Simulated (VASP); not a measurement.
A run of VASP 6.6.1 is set up as follows.

File INCAR:

```
PREC = Accurate
ENCUT = 600
EDIFF = 1E-6
ISMEAR = 0
SIGMA = 0.1
LREAL = False
LASPH = True
NELM = 80
ALGO = Normal
ISIF = 4
LWAVE = False
LCHARG = False
GGA = PE
IBRION = 2
NSW = 50
EDIFFG = -0.01
```

Contents of KPOINTS:

```
regular mesh
0
Gamma
  18 18 12
```

File POSCAR:

```
MgB2
1.0
    3.0193735972      0.0000000000      0.0000000000
   -1.5096867986      2.6148542387      0.0000000000
    0.0000000000      0.0000000000      3.4361827195
Mg B
1 2
Direct
    0.0000000000      0.0000000000      0.0000000000
    0.3333333333      0.6666666667      0.5000000000
    0.6666666667      0.3333333333      0.5000000000
```

Potentials or basis: VASP PAW PBE potentials, release 64 (Mg, B).

The run is started by

```bash
$ cat potpaw_PBE.64/Mg/POTCAR potpaw_PBE.64/B/POTCAR > POTCAR
$ mpirun -np 1 vasp_std > vasp.out
```

Question: Predict the band gap on the k mesh.

Answer: Zero (bands 4 and 5 overlap by 4.05 eV).

Step by step:
| step | energy change (eV) | largest force (eV/Å) | pressure (GPa) | volume (Å³) |
| --- | --- | --- | --- | --- |
| 1 | 0.0000 | 0.0000 | 9.99 | 27.13 |
| 2 | -0.0009 | 0.0000 | 9.69 | 27.13 |
